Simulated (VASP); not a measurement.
Runs of VASP 6.6.1 on SiGeTe2S2. The structure is that of space group I4/mmm (No. 139), or close to it. The cells are those of the table. 

| task | cell | k mesh | cutoff (eV) | gap on the mesh (eV) | pressure (GPa) | relaxed volume (Å³/atom) | largest force (eV/Å) |
| --- | --- | --- | --- | --- | --- | --- | --- |
| single point | a = 6.784 Å, angles 138.0, 138.0, 60.9°, 6 atoms | 6 × 6 × 6 | 520 | none | 0.0 | - | 0.01 |
| relaxation of cell and atoms | relaxed from a = 6.697 Å, angles 137.0, 137.0, 62.5°, 6 atoms | 6 × 6 × 6 | 600 | none | 0.0 | (a) | - |
| single point | a = 6.697 Å, angles 137.0, 137.0, 62.5°, 6 atoms | 4 × 4 × 4 | 520 | none | 0.0 | - | 0.01 |
| single point | a = 6.297 Å, angles 122.6, 122.6, 85.5°, 6 atoms | 4 × 4 × 4 | 520 | none | 20.3 | - | 17.52 |
| relaxation of cell and atoms | relaxed from a = 6.297 Å, angles 122.6, 122.6, 85.5°, 6 atoms | 4 × 4 × 4 | 600 | none | 0.0 | 22.99 | 0.01 |

Alike in all rows: level PBE; potentials or basis VASP PAW PBE potentials, release 64 (Si, Ge_d, Te, S); no spin polarisation; smearing gaussian 0.1 eV.

Question: Estimate the missing entries.

Answer: (a) 23.05.

Caveats: some runs use coarse meshes; spin-orbit coupling is left out, which moves the levels of the heavy elements; forces of over 1 eV/Å act on the atoms, so gaps and moduli don't describe the material at rest (some runs); the volume moved by over 15 % at a fixed basis, so the end points are rough (some runs).

A k mesh can miss the band edges, and the runs leave out spin-orbit coupling on Ge, Te.

A gap of «none» marks levels without a gap at the run's occupations.
